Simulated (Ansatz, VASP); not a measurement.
Lu: VASP beside Ansatz

The input INCAR:

```
SYSTEM = Lu
ALGO = Normal ; EDIFF = 1E-6
ENCUT = 520 ; GGA = RE
ISIF = 2 ; ISMEAR = -1
LASPH = .True. ; LCHARG = .True.
LELF = .True. ; LREAL = .False.
LVHAR = .True. ; LWAVE = .False.
NBANDS = 18 ; NELM = 60
PREC = Accurate ; SIGMA = 0.1
```

KPOINTS

```
k-points
0
Gamma
  12 12 12
  0 0 0
```

File POSCAR:

```
Lu
1.0
    0.0000000000      2.3681173800      2.3681173800
    2.3681173800      0.0000000000      2.3681173800
    2.3681173800      2.3681173800      0.0000000000
Lu
1
Direct
    0.0000000000      0.0000000000      0.0000000000
```

Input for Ansatz:

```yaml
crystal:
  lattice:
    - [0.0, 2.36811738, 2.36811738]
    - [2.36811738, 0.0, 2.36811738]
    - [2.36811738, 2.36811738, 0.0]
  atoms:
    - { symbol: Lu, position: [0.0, 0.0, 0.0] }
hamiltonian:
  xc: revpbe
  pseudopotentials:
    kind: paw
    azcp:
      Lu: "pseudopotentials/Lu.paw.azcp"
basis:
  ecutwfc: 420
  fft_grid_basis: typed
kpoints:
  mp_grid: { grid: [12, 12, 12], shift: [0, 0, 0] }
magnetization:
  spin_polarized: false
scf:
  occupations: { method: fermi_dirac, width: 0.1 }
  lower_state_search: "off"
output:
  stress: true
```

Alike in both runs: task single point; functional revPBE; k mesh 12 × 12 × 12; occupations fermi-dirac, width 0.1 eV; no spin polarisation.

|  | VASP | Ansatz |
| --- | --- | --- |
| version | VASP 6.6.1 | Ansatz 0.2.0 |
| potentials or method | VASP PAW PBE potentials, release 64 (Lu), cutoff 520 eV | plane waves (420 eV) with PAW, scalar-relativistic |
| valence electrons in the cell | 25 | 25 |

Ansatz gave:

| Property | Result |
| --- | --- |
| pressure (GPa) | 6.2 |

Which values does VASP return?

Pressure (GPa): 6.4.

VASP's potentials were made for PBE, not for revPBE. The functional is the same, so the differences come from potentials, cutoffs and numerics.

Neither program's run includes spin-orbit coupling.
